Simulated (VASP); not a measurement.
Write the native input for VASP 6.6.1 that does the following.

```yaml
Task: single point
Functional: PBE
Potentials_or_basis: VASP PAW PBE potentials, release 64 (W_sv)
Cutoff: 520 eV
k_mesh: 16 × 16 × 9
Occupations: fermi-dirac, width 0.08 eV
Spin: no spin polarisation
Dipole_correction: no
Further_INCAR_settings: ALGO = Normal; EDIFF = 1e-06; NBANDS = 21
```

The structure of W lies in POSCAR:

```
W
1.0
    2.6726765679      0.0000000000      0.0000000000
   -1.3363382839      2.3146058039      0.0000000000
    0.0000000000      0.0000000000      4.6658157258
W
2
Direct
    0.3333333333      0.6666666667      0.2500000000
    0.6666666667      0.3333333333      0.7500000000
```

The input as run:

INCAR

```
  PREC = Accurate
  ENCUT = 520
  EDIFF = 1E-6
  ISMEAR = -1
  SIGMA = 0.08
  LREAL = False
  LASPH = True
  NELM = 100
  ALGO = Normal
  ISIF = 2
  LWAVE = False
  LCHARG = False
  GGA = PE
  NBANDS = 21
```

KPOINTS

```
regular mesh
0
Gamma
  16 16 9
```

Potentials or basis: VASP PAW PBE potentials, release 64 (W_sv).

Command:

```sh
$ cat potpaw_PBE.64/W_sv/POTCAR > POTCAR
$ mpirun -np 1 vasp_std > vasp.out
```

Results of the run:

```
Pressure               : 50.2 GPa
Band gap on the k mesh : zero (band 14 reaches 13.82 eV, above the bottom of band 15 at 11.92 eV)
```

Caveat: spin-orbit coupling is left out, which moves the levels of the heavy elements.

Run time: 33 s on 1 thread of Intel(R) Xeon(R) 6975P-C (Granite Rapids) (shared host), peak memory 0.18 GiB.
